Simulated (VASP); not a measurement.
Here is a VASP 6.6.1 calculation.

Contents of INCAR:

```
SYSTEM = ZrN
PREC = Accurate
ENCUT = 600
EDIFF = 1E-6
ISMEAR = 0
SIGMA = 0.15
LREAL = .False.
LASPH = .True.
NELM = 200
ALGO = Normal
ISIF = 2
LWAVE = .False.
LCHARG = .False.
ISPIN = 2
MAGMOM = 0.5 0
LORBIT = 11
NUPDOWN = 0.5
LMAXMIX = 4
NBANDS = 20
GGA_COMPAT = .False.
```

KPOINTS

```
regular mesh
0
Gamma
  18 18 18
  0 0 0
```

Contents of POSCAR:

```
ZrN
1.0
    0.0000000000      2.2625984480      2.2625984480
    2.2625984480      0.0000000000      2.2625984480
    2.2625984480      2.2625984480      0.0000000000
Zr N
1 1
Direct
    0.0000000000      0.0000000000      0.0000000000
    0.5000000000      0.5000000000      0.5000000000
```

Potentials or basis: VASP PAW LDA potentials, release 64 (Zr_sv, N).

The run is started by

```sh
$ cat potpaw_LDA.64/Zr_sv/POTCAR potpaw_LDA.64/N/POTCAR > POTCAR
$ mpirun -np 1 vasp_std > vasp.out
```

Task: Predict the pressure.

Result: 2.3 GPa.

Caveat: the total moment is fixed, so each spin has its own Fermi level.
